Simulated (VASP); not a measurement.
AlN:

```
CELL_PARAMETERS angstrom
0.00000 2.18886 2.18886
2.18886 0.00000 2.18886
2.18886 2.18886 0.00000
ATOMIC_POSITIONS crystal
Al 0.00000 0.00000 0.00000
N 0.25000 0.25000 0.25000
```

Base run:

* Program: VASP 6.6.1
* Functional: PBE
* Potentials or basis: VASP PAW PBE potentials, release 64 (Al, N)
* Cutoff: 600 eV
* k mesh: 9 × 9 × 9
* Occupations: fermi-dirac, width 0.05 eV
* Spin: no spin polarisation

Its results: band gap on the k mesh 3.50 eV, indirect (least direct gap 4.14 eV); pressure 3.1 GPa.

Q: The run is repeated on the same cell with these changes: functional from PBE to r2SCAN; cutoff from 600 eV to 520 eV. What comes out?

A: Band gap on the k mesh 4.12 eV, indirect (least direct gap 4.83 eV); pressure -1.5 GPa.

r2SCAN gives the wider gap, since meta-GGAs in the generalised Kohn-Sham scheme recover part of the derivative discontinuity.

Caveats: the PAW data sets were made with another functional, which shifts forces and pressure a little (some runs).

A k mesh can miss the band edges.
